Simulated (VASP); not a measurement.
# CsO (Immm) in VASP: further runs

CsO is run at these levels: LDA; tasks: single point.

All numbers are computed with VASP 6.6.1; they aren't measurements. Logs are shortened: lines on timing, memory, paths and dates and some standing lists are left out, and cuts for length are marked.

## 1. The cell of the first run

Symmetry: Immm, No. 71, orthorhombic system. Conventional cell: a = 4.334 Å, b = 6.437 Å, c = 7.558 Å, α = 90.00°, β = 90.00°, γ = 90.00°. Cs (site symmetry mm2) has 6 O at 2.94 to 3.18 Å and 6 Cs at 3.73 to 3.88 Å within 3.9 Å. O (site symmetry m2m) has 1 O at 1.36 Å within 1.8 Å.

## 2. Single point, LDA (shortest bond scaled by 0.9)

INCAR reads:

```
  ALGO = Normal
  EDIFF = 1E-6
  ENCUT = 520
  GGA = CA
  ISIF = 2
  ISMEAR = -1
  LASPH = True
  LCHARG = False
  LREAL = False
  LWAVE = False
  NBANDS = 23
  NELM = 60
  PREC = Accurate
  SIGMA = 0.03
```

KPOINTS reads:

```
k-points
0
Gamma
  6 6 6
```

POSCAR reads:

```
CsO
1.0
   -2.1668547950      3.2186837237      3.7788316351
    2.1668547950     -3.2186837237      3.7788316351
    2.1668547950      3.2186837237     -3.7788316351
Cs O
2 2
Direct
    0.2535603300      0.2535603300      0.0000000000
    0.7464396700      0.7464396700      0.0000000000
    0.6054771200      0.0000000000      0.6054771200
    0.3945228800      0.0000000000      0.3945228800
```

Potentials or basis: VASP PAW LDA potentials, release 64 (Cs_sv, O).

The run is started by

```
$ cat potpaw_LDA.64/Cs_sv/POTCAR potpaw_LDA.64/O/POTCAR > POTCAR
$ mpirun -np 1 vasp_std > vasp.out
```

OUTCAR:

```text
EDIFF = 1E-6
   ENCUT = 520
   GGA = CA
   ISIF = 2
   ISMEAR = -1
   LASPH = True
   LREAL = False
   NELM = 60
   PREC = Accurate

 ion  position               nearest neighbor table
   1  0.254  0.254  0.000-
   2  0.746  0.746  0.000-
   3  0.605  0.000  0.605-   4 1.36
   4  0.395  0.000  0.395-   3 1.36

  LATTYP: Found a body centered orthorhombic cell.
 ALAT       =     4.3337095900
 B/A-ratio  =     1.4854173575
 C/A-ratio  =     1.7439247170

  Lattice vectors:

 A1 = (  -2.1668547950,   3.2186837237,   3.7788316351)
 A2 = (   2.1668547950,  -3.2186837237,   3.7788316351)
 A3 = (   2.1668547950,   3.2186837237,  -3.7788316351)

Analysis of symmetry for initial positions (statically):
=====================================================================
 Subroutine PRICEL returns:
 Original cell was already a primitive cell.

 Routine SETGRP: Setting up the symmetry group for a
 body centered orthorhombic supercell.

 Subroutine GETGRP returns: Found  8 space group operations
 (whereof  8 operations were pure point group operations)
 out of a pool of  8 trial point group operations.

The static configuration has the point symmetry D_2h.

Analysis of symmetry for dynamics (positions and initial velocities):
=====================================================================
 Subroutine PRICEL returns:
 Original cell was already a primitive cell.

 Routine SETGRP: Setting up the symmetry group for a
 body centered orthorhombic supercell.

 Subroutine GETGRP returns: Found  8 space group operations
 (whereof  8 operations were pure point group operations)
 out of a pool of  8 trial point group operations.

The dynamic configuration has the point symmetry D_2h.

 Subroutine INISYM returns: Found  8 space group operations
 (whereof  8 operations are pure point group operations),
 and found     1 'primitive' translations

----------------------------------------------------------------------------------------

                                     Primitive cell

  volume of cell :     105.4206

  direct lattice vectors                    reciprocal lattice vectors
    -2.166854795  3.218683724  3.778831635     0.000000000  0.155343004  0.132316030
     2.166854795 -3.218683724  3.778831635     0.230749195  0.000000000  0.132316030
     2.166854795  3.218683724 -3.778831635     0.230749195  0.155343004  0.000000000

  length of vectors
     5.416156676  5.416156676  5.416156676     0.204056318  0.265993840  0.278166569

  position of ions in fractional coordinates (direct lattice)
     0.253560330  0.253560330  0.000000000
     0.746439670  0.746439670  0.000000000
     0.605477120  0.000000000  0.605477120
     0.394522880  0.000000000  0.394522880

  ion indices of the primitive-cell ions
   primitive index   ion index
                 1           1
                 2           2
                 3           3
                 4           4

----------------------------------------------------------------------------------------

 KPOINTS: k-points

Automatic generation of k-mesh.
 Grid dimensions read from file:
 generate k-points for:    6    6    6

 Generating k-lattice:

  Cartesian coordinates                     Fractional coordinates (reciprocal lattice)
     0.000000000  0.025890501  0.022052672     0.166666667  0.000000000  0.000000000
     0.038458199  0.000000000  0.022052672     0.000000000  0.166666667  0.000000000
     0.038458199  0.025890501  0.000000000     0.000000000  0.000000000  0.166666667

  Length of vectors
     0.034009386  0.044332307  0.046361095

  Shift w.r.t. Gamma in fractional coordinates (k-lattice)
     0.000000000  0.000000000  0.000000000

 Subroutine IBZKPT returns following result:
 ===========================================

 Found     46 irreducible k-points:

 Following reciprocal coordinates:
            Coordinates               Weight
  0.000000  0.000000  0.000000      1.000000
  0.166667  0.000000 -0.000000      4.000000
  0.333333 -0.000000  0.000000      4.000000
  0.500000  0.000000  0.000000      2.000000
 -0.000000  0.166667  0.000000      4.000000
  0.166667  0.166667  0.000000      8.000000
[... 16 lines left out ...]
 -0.166667  0.166667  0.166667      2.000000
  0.166667  0.333333  0.166667      4.000000
 [... further k-points ...]
   k-points           NKPTS =     46   k-points in BZ     NKDIM =     46   number of bands    NBANDS=     23
   number of dos      NEDOS =    301   number of ions     NIONS =      4
   total plane-waves  NPLWV =  64000
   dimension x,y,z NGX =    40 NGY =   40 NGZ =   40
   dimension x,y,z NGXF=    80 NGYF=   80 NGZF=   80
   ions per type =               2   2
   NGX,Y,Z   is equivalent  to a cutoff of  12.28, 12.28, 12.28 a.u.
   NGXF,Y,Z  is equivalent  to a cutoff of  24.56, 24.56, 24.56 a.u.
 SYSTEM =  unknown system
   PREC   = accura    normal or accurate (medium, high low for compatibility)
   ISTART =      0    job   : 0-new  1-cont  2-samecut
   ICHARG =      2    charge: 1-file 2-atom 10-const
   ISPIN  =      1    spin polarized calculation?
   LNONCOLLINEAR =      F non collinear calculations
   LSORBIT =      F    spin-orbit coupling
   LASPH  =      T    aspherical Exc in radial PAW
   ENCUT  =  520.0 eV  38.22 Ry    6.18 a.u.  10.07 10.07 10.07*2*pi/ulx,y,z
   NELM   =     60;   NELMIN=  2; NELMDL= -5     # of ELM steps
   EDIFF  = 0.1E-05   stopping-criterion for ELM
   LREAL  =      F    real-space projection
[... 7 lines left out ...]
   TEBEG  =    0.0;   TEEND  =   0.0 temperature during run
   PSTRESS=    0.0 pullay stress
   NELECT =      30.0000    total number of electrons
   NUPDOWN=      -1.0000    fix difference up-down
   EMIN   =  10.00;   EMAX   =-10.00  energy-range for DOS
   EFERMI =   0.00;   METHOD = LEGACY
   ISMEAR =    -1;   SIGMA  =   0.03  broadening in eV -4-tet -1-fermi 0-gaus
   EFERMI_NEDOS =   21; number of points for ismear=-14 and -15
   IALGO  =     38    algorithm
   IMIX   =      4    mixing-type and parameters
     AMIX     =   0.40;   BMIX     =  1.00
     AMIX_MAG =   1.60;   BMIX_MAG =  1.00
  volume/ion in A,a.u.               =      26.36       177.85
  Fermi-wavevector in a.u.,A,eV,Ry     =   1.076812  2.034880 15.776294  1.159525
  Thomas-Fermi vector in A             =   2.212707
   LORBIT       =      0    0 simple, 1 ext, 2 COOP (PROOUT), +10 PAW based schemes
   GGA     = CA    functional components
   LHFCALC =     F    Hartree Fock is set to
   AEXX    =    0.0000 exact exchange contribution
   IVDW    =     0    specifies the selected vdW correction
   LEPSILON=     F    determine dielectric tensor
   LRPA    =     F    only Hartree local field effects (RPA)
 non-spin polarized calculation
  energy-cutoff  :      520.00
  volume of cell :      105.42
 maximum number of plane-waves:      2856
   NGX = 21   NGY = 21   NGZ = 21

 number of electron      30.0000008 magnetization

 Free energy of the ion-electron system (eV)
  ---------------------------------------------------
  ext. energy  EPLUGINS =         0.00000000
  ---------------------------------------------------
  free energy    TOTEN  =       -17.69134855 eV

  energy without entropy =      -17.69134855  energy(sigma->0) =      -17.69134855

 E-fermi :   3.3060     XC(G=0):  -8.8477

 val. band max:        2.7804589112   @ k =   0.0000   0.0000   0.0000
 cond. band min:       3.8201234184   @ k =   0.0000   0.0000   0.0000
 fundamental gap:      1.0396645071
 Fermi energy:         3.3060097342

 k-point     1 :       0.0000    0.0000    0.0000
  band No.  band energies     occupation
      1     -20.4101      2.00000
      2     -19.2944      2.00000
      3     -19.1960      2.00000
      4     -11.0595      2.00000
      5      -7.1458      2.00000
      6      -6.9192      2.00000
[... 15 lines left out ...]
     22       8.6423      0.00000
     23       9.7378      0.00000

 k-point     2 :       0.1667    0.0000   -0.0000
  band No.  band energies     occupation
      1     -20.3774      2.00000
      2     -19.3548      2.00000
      3     -19.1759      2.00000
      4     -11.0738      2.00000
      5      -7.0500      2.00000
      6      -6.8378      2.00000
[... 15 lines left out ...]
     22       8.1377      0.00000
     23       9.7691      0.00000

 k-point     3 :       0.3333   -0.0000    0.0000
  band No.  band energies     occupation
      1     -20.3026      2.00000
      2     -19.4606      2.00000
      3     -19.1599      2.00000
      4     -11.0977      2.00000
      5      -6.8423      2.00000
      6      -6.6274      2.00000
[... 15 lines left out ...]
     22       8.2018      0.00000
     23       9.1639      0.00000

 k-point     4 :       0.5000    0.0000    0.0000
  band No.  band energies     occupation
      1     -20.2587      2.00000
      2     -19.5161      2.00000
      3     -19.1560      2.00000
      4     -11.1074      2.00000
      5      -6.5999      2.00000
      6      -6.5718      2.00000
[... 15 lines left out ...]
     22       8.3606      0.00000
     23       8.3927      0.00000

 k-point     5 :      -0.0000    0.1667    0.0000
  band No.  band energies     occupation
      1     -20.3271      2.00000
      2     -19.3449      2.00000
      3     -19.2237      2.00000
      4     -11.0680      2.00000
      5      -7.0285      2.00000
      6      -7.0029      2.00000
[... 434 lines left out ...]
 k-point    22 :       0.3333    0.1667    0.1667
  band No.  band energies     occupation
      1     -20.0495      2.00000
      2     -19.4778      2.00000
      3     -19.3720      2.00000
      4     -11.0669      2.00000
      5      -7.2898      2.00000
      6      -7.0705      2.00000
[... 15 lines left out ...]
     22       9.1363      0.00000
     23       9.2666      0.00000

 k-point    23 :      -0.1667    0.1667    0.1667
  band No.  band energies     occupation
      1     -20.1616      2.00000
      2     -19.3929      2.00000
      3     -19.3259      2.00000
      4     -11.0599      2.00000
      5      -7.3029      2.00000
      6      -6.8764      2.00000
[... 15 lines left out ...]
     22       9.1980      0.00000
     23       9.8217      0.00000

 k-point    24 :       0.1667    0.3333    0.1667
  band No.  band energies     occupation
      1     -19.9438      2.00000
      2     -19.4859      2.00000
      3     -19.4581      2.00000
      4     -11.0622      2.00000
      5      -7.4076      2.00000
      6      -7.0153      2.00000
[... 15 lines left out ...]
     22       9.0146      0.00000
     23       9.4082      0.00000

 [... further k-points ...]

------------------------ aborting loop because EDIFF is reached ----------------------------------------

  FORCE on cell =-STRESS in cart. coord.  units (eV):
  Direction    XX          YY          ZZ          XY          YZ          ZX
  --------------------------------------------------------------------------------------
  -------------------------------------------------------------------------------------
  Total       -1.7292104      3.2199018     -2.1061371      0.0000000      0.0000000      0.0000000
  in kB      -26.2804484     48.9358977    -32.0089602      0.0000000      0.0000000      0.0000000
  external PRESSURE =      -3.1178370 kB  Pullay stress =       0.0000000 kB

 VOLUME and BASIS-vectors are now :
 -----------------------------------------------------------------------------
  energy-cutoff  :      520.00
  volume of cell :      105.42
      direct lattice vectors                 reciprocal lattice vectors
    -2.166854795  3.218683724  3.778831635     0.000000000  0.155343004  0.132316030
     2.166854795 -3.218683724  3.778831635     0.230749195  0.000000000  0.132316030
     2.166854795  3.218683724 -3.778831635     0.230749195  0.155343004  0.000000000

 POSITION                                       TOTAL-FORCE (eV/Angst)
 -----------------------------------------------------------------------------------
      0.00000      0.00000      1.91632        -0.000000     -0.000000      0.131861
      0.00000      0.00000      5.64134         0.000000      0.000000     -0.131861
      0.00000      3.89768      0.00000        -0.000000      3.663097     -0.000000
      0.00000      2.53969      0.00000        -0.000000     -3.663097     -0.000000
 -----------------------------------------------------------------------------------
    total drift:                               -0.000000     -0.000000      0.000000

  FREE ENERGIE OF THE ION-ELECTRON SYSTEM (eV)
  ---------------------------------------------------
  free  energy   TOTEN  =       -17.6913485478 eV

  energy  without entropy=      -17.6913485475  energy(sigma->0) =      -17.69134855
```

It took 2.5 min on 1 thread of Intel Xeon Platinum 8259CL at 2.50GHz (Skylake/Cascade Lake), shared host; peak memory 0.25 GiB.

What came out:

```
Free energy            : -17.6913 eV
Pressure               : -0.3 GPa
Largest force          : 3.663 eV/Å
Band gap on the k mesh : 1.04 eV
```

Forces on the atoms (eV/Å):
```
Cs   0.000  0.000  0.132
Cs   0.000  0.000 -0.132
O    0.000  3.663  0.000
O    0.000 -3.663  0.000
```

Caveat: the cell differs from its parent crystal (shortest bond scaled by 0.9); the stress differs along the axes, from -3 to 5 GPa; spin-orbit coupling is left out, which moves the levels of the heavy elements; forces of over 1 eV/Å act on the atoms, so gaps and moduli don't describe the material at rest. A k mesh can miss the band edges.

## 3. Single point, LDA (shortest bond scaled by 0.9)

INCAR reads:

```
SYSTEM = CsO
PREC = Accurate
ENCUT = 520
EDIFF = 1E-6
ISMEAR = -1
SIGMA = 0.03
LREAL = .FALSE.
LASPH = .TRUE.
NELM = 80
ALGO = Normal
ISIF = 2
LWAVE = .FALSE.
LCHARG = .FALSE.
NBANDS = 23
```

KPOINTS reads:

```
Automatic mesh
0
G
  6 6 6
  0 0 0
```

POSCAR is that of step 2.

Potentials or basis: VASP PAW LDA potentials, release 64 (Cs_sv, O).

The run is started by

```
$ cat potpaw_LDA.64/Cs_sv/POTCAR potpaw_LDA.64/O/POTCAR > POTCAR
$ mpirun -np 1 vasp_std > vasp.out
```

OUTCAR:

```text
SYSTEM = CsO
   PREC = Accurate
   ENCUT = 520
   EDIFF = 1E-6
   ISMEAR = -1
   LREAL = .FALSE.
   LASPH = .TRUE.
   NELM = 80
   ISIF = 2

 ion  position               nearest neighbor table
   1  0.254  0.254  0.000-
   2  0.746  0.746  0.000-
   3  0.605  0.000  0.605-   4 1.36
   4  0.395  0.000  0.395-   3 1.36

  LATTYP: Found a body centered orthorhombic cell.
 ALAT       =     4.3337095900
 B/A-ratio  =     1.4854173575
 C/A-ratio  =     1.7439247170

  Lattice vectors:

 A1 = (  -2.1668547950,   3.2186837237,   3.7788316351)
 A2 = (   2.1668547950,  -3.2186837237,   3.7788316351)
 A3 = (   2.1668547950,   3.2186837237,  -3.7788316351)

Analysis of symmetry for initial positions (statically):
=====================================================================
 Subroutine PRICEL returns:
 Original cell was already a primitive cell.

 Routine SETGRP: Setting up the symmetry group for a
 body centered orthorhombic supercell.

 Subroutine GETGRP returns: Found  8 space group operations
 (whereof  8 operations were pure point group operations)
 out of a pool of  8 trial point group operations.

The static configuration has the point symmetry D_2h.

Analysis of symmetry for dynamics (positions and initial velocities):
=====================================================================
 Subroutine PRICEL returns:
 Original cell was already a primitive cell.

 Routine SETGRP: Setting up the symmetry group for a
 body centered orthorhombic supercell.

 Subroutine GETGRP returns: Found  8 space group operations
 (whereof  8 operations were pure point group operations)
 out of a pool of  8 trial point group operations.

The dynamic configuration has the point symmetry D_2h.

 Subroutine INISYM returns: Found  8 space group operations
[... 115 lines left out ...]
   EFERMI =   0.00;   METHOD = LEGACY
   ISMEAR =    -1;   SIGMA  =   0.03  broadening in eV -4-tet -1-fermi 0-gaus
   EFERMI_NEDOS =   21; number of points for ismear=-14 and -15
   IALGO  =     38    algorithm
   IMIX   =      4    mixing-type and parameters
     AMIX     =   0.40;   BMIX     =  1.00
     AMIX_MAG =   1.60;   BMIX_MAG =  1.00
  volume/ion in A,a.u.               =      26.36       177.85
  Fermi-wavevector in a.u.,A,eV,Ry     =   1.076812  2.034880 15.776294  1.159525
  Thomas-Fermi vector in A             =   2.212707
   LORBIT       =      0    0 simple, 1 ext, 2 COOP (PROOUT), +10 PAW based schemes
   GGA     = CA    functional components
   LHFCALC =     F    Hartree Fock is set to
   AEXX    =    0.0000 exact exchange contribution
   IVDW    =     0    specifies the selected vdW correction
   LEPSILON=     F    determine dielectric tensor
   LRPA    =     F    only Hartree local field effects (RPA)
 non-spin polarized calculation
  energy-cutoff  :      520.00
  volume of cell :      105.42
 maximum number of plane-waves:      2856
   NGX = 21   NGY = 21   NGZ = 21

 number of electron      30.0000008 magnetization

 Free energy of the ion-electron system (eV)
  ---------------------------------------------------
  ext. energy  EPLUGINS =         0.00000000
  ---------------------------------------------------
  free energy    TOTEN  =       -17.69134855 eV

  energy without entropy =      -17.69134855  energy(sigma->0) =      -17.69134855

 E-fermi :   3.3060     XC(G=0):  -8.8477

 val. band max:        2.7804589112   @ k =   0.0000   0.0000   0.0000
 cond. band min:       3.8201234184   @ k =   0.0000   0.0000   0.0000
 fundamental gap:      1.0396645071
 Fermi energy:         3.3060097342

 k-point     1 :       0.0000    0.0000    0.0000
  band No.  band energies     occupation
      1     -20.4101      2.00000
      2     -19.2944      2.00000
      3     -19.1960      2.00000
      4     -11.0595      2.00000
      5      -7.1458      2.00000
      6      -6.9192      2.00000
[... 613 lines left out ...]
     22       9.0146      0.00000
     23       9.4082      0.00000

 [... further k-points ...]

------------------------ aborting loop because EDIFF is reached ----------------------------------------

  FORCE on cell =-STRESS in cart. coord.  units (eV):
  Direction    XX          YY          ZZ          XY          YZ          ZX
  --------------------------------------------------------------------------------------
  -------------------------------------------------------------------------------------
  Total       -1.7292104      3.2199018     -2.1061371      0.0000000      0.0000000      0.0000000
  in kB      -26.2804484     48.9358977    -32.0089602      0.0000000      0.0000000      0.0000000
  external PRESSURE =      -3.1178370 kB  Pullay stress =       0.0000000 kB

 VOLUME and BASIS-vectors are now :
 -----------------------------------------------------------------------------
  energy-cutoff  :      520.00
  volume of cell :      105.42
      direct lattice vectors                 reciprocal lattice vectors
    -2.166854795  3.218683724  3.778831635     0.000000000  0.155343004  0.132316030
     2.166854795 -3.218683724  3.778831635     0.230749195  0.000000000  0.132316030
     2.166854795  3.218683724 -3.778831635     0.230749195  0.155343004  0.000000000

 POSITION                                       TOTAL-FORCE (eV/Angst)
 -----------------------------------------------------------------------------------
      0.00000      0.00000      1.91632        -0.000000     -0.000000      0.131861
      0.00000      0.00000      5.64134         0.000000      0.000000     -0.131861
      0.00000      3.89768      0.00000        -0.000000      3.663097     -0.000000
      0.00000      2.53969      0.00000        -0.000000     -3.663097     -0.000000
 -----------------------------------------------------------------------------------
    total drift:                               -0.000000     -0.000000      0.000000

  FREE ENERGIE OF THE ION-ELECTRON SYSTEM (eV)
  ---------------------------------------------------
  free  energy   TOTEN  =       -17.6913485478 eV

  energy  without entropy=      -17.6913485475  energy(sigma->0) =      -17.69134855
```

Wall time 2.5 min (1 thread of Intel Xeon Platinum 8259CL at 2.50GHz (Skylake/Cascade Lake), shared host); peak memory 0.25 GiB.

What came out:

* Free energy: -17.6913 eV
* Pressure: -0.3 GPa
* Largest force: 3.663 eV/Å
* Band gap on the k mesh: 1.04 eV

Forces on the atoms (eV/Å):
```
Cs   0.000  0.000  0.132
Cs   0.000  0.000 -0.132
O    0.000  3.663  0.000
O    0.000 -3.663  0.000
```

Stress tensor (GPa, compression positive):
```
-2.63  0.00  0.00
 0.00  4.89  0.00
 0.00  0.00 -3.20
```

Caveat: the cell differs from its parent crystal (shortest bond scaled by 0.9); the stress differs along the axes, from -3 to 5 GPa; spin-orbit coupling is left out, which moves the levels of the heavy elements; forces of over 1 eV/Å act on the atoms, so gaps and moduli don't describe the material at rest.

[end of part 1 of 2]

The gap in the log of VASP goes by the Fermi energy; the results here count the filled bands.